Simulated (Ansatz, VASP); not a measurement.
## LaFeGe: VASP beside Ansatz

```xyz
3
Lattice="4.2875 0.0000 0.0000 -2.1437 3.7131 0.0000 0.0000 0.0000 4.3422" Properties=species:S:1:pos:R:3 pbc="T T T"
La    0.0000    0.0000    0.0000
Ge    2.1437    1.2377    2.1711
Fe    0.0000    2.4754    2.1711
```

Alike in both runs: task single point; functional PBE; k mesh 7 × 7 × 6; occupations fermi-dirac, width 0.05 eV; collinear spin.

|  | VASP | Ansatz |
| --- | --- | --- |
| version | VASP 6.6.1 | Ansatz 0.2.0 |
| potentials or method | VASP PAW PBE potentials, release 64 (La, Ge_d, Fe) | Ansatz PAW |
| plane-wave cutoff (eV) | 520 | 420 |
| valence electrons in the cell | 33 | 41 |

Ansatz gave:

- gap on the k mesh at the Fermi level (eV): none
- pressure (GPa): -2.7
- traceless stress, the component that is largest in VASP (GPa): 0.13
- net moment per atom (μB): 0.79
- size of the moment on the site where the two differ most (μB): 2.34

**Question.** What did VASP give for the same quantities?

**Answer.** gap on the k mesh at the Fermi level (eV): none; pressure (GPa): -2.7; traceless stress, the component that is largest in VASP (GPa): 0.10; net moment per atom (μB): 0.78; size of the moment on the site where the two differ most (μB): 2.38.

Site moments also hang on the region over which each program counts them. A gap of «none» marks a metal or a gap that the smearing closes. VASP's potentials hold 33 valence electrons a cell and Ansatz's 41, so a difference there can come from the potentials and not from the codes.

Neither program's run includes spin-orbit coupling.
